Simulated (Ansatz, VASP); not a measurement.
# Two plane-wave programs on Ti3O4

Contents of INCAR:

```
SYSTEM = Ti3O4
  ALGO = Normal
  EDIFF = 1E-6
  ENCUT = 520
  GGA = PS
  ISIF = 2
  ISMEAR = 0
  LASPH = .True.
  LCHARG = .False.
  LREAL = .False.
  LWAVE = .False.
  NBANDS = 39
  NELM = 80
  PREC = Accurate
  SIGMA = 0.15
```

File KPOINTS:

```
k-points
0
Gamma
  8 8 14
  0 0 0
```

File POSCAR:

```
Ti3O4
1.0
    2.9128162305     -4.0303540204      0.0000000000
    2.9128162305      4.0303540204      0.0000000000
    0.0000000000      0.0000000000      2.9690273776
Ti O
3 4
Direct
    0.0000000000      0.0000000000      0.5000000000
    0.5000000000      0.0000000000      0.0000000000
    0.0000000000      0.5000000000      0.0000000000
    0.7688385675      0.7688385675      0.0000000000
    0.2663200700      0.7336799300      0.5000000000
    0.2311614325      0.2311614325      0.0000000000
    0.7336799300      0.2663200700      0.5000000000
```

Input for Ansatz:

```yaml
crystal:
  lattice:
    - [2.9128162305, -4.0303540204, 0.0]
    - [2.9128162305, 4.0303540204, 0.0]
    - [0.0, 0.0, 2.9690273776]
  atoms:
    - { symbol: Ti, position: [0.0, 0.0, 0.5] }
    - { symbol: Ti, position: [0.5, 0.0, 0.0] }
    - { symbol: Ti, position: [0.0, 0.5, 0.0] }
    - { symbol: O, position: [0.7688385675, 0.7688385675, 0.0] }
    - { symbol: O, position: [0.26632007, 0.73367993, 0.5] }
    - { symbol: O, position: [0.2311614325, 0.2311614325, 0.0] }
    - { symbol: O, position: [0.73367993, 0.26632007, 0.5] }
basis:
  ecutwfc: 420
kpoints:
  mp_grid: { grid: [8, 8, 14] }
hamiltonian:
  xc: pbesol
scf:
  occupations: { method: gaussian, width: 0.15 }
output:
  forces: true
  stress: true
  eigenvalues: true
```

Change from the starting cell: mode 11 (425.2 1/cm) frozen in, largest displacement +0.060 Å.

Alike in both runs: task single point; functional PBEsol; k mesh 8 × 8 × 14; occupations gaussian, width 0.15 eV; no spin polarisation.

```csv
,VASP,Ansatz
version,VASP 6.6.1,Ansatz 0.2.0
potentials or method,"VASP PAW PBE potentials, release 64 (Ti_sv, O), cutoff 520 eV","scalar-relativistic, plane waves, PAW"
valence electrons in the cell,60,60
```

```tsv
	VASP	Ansatz	Ansatz less VASP
gap on the k mesh at the Fermi level (eV)	none	none	-
pressure (GPa)	0.7	-0.1	-0.76
traceless stress, the component that is largest in VASP (GPa)	-3.55	-3.56	-0.012
rms of the force components (eV/Å)	0.227	0.226	-0.0014
```

VASP's potentials were made for PBE, not for PBEsol. Atom by atom the forces differ by 0.011 eV/Å (rms over components). A gap of «none» marks a metal or a gap that the smearing closes.
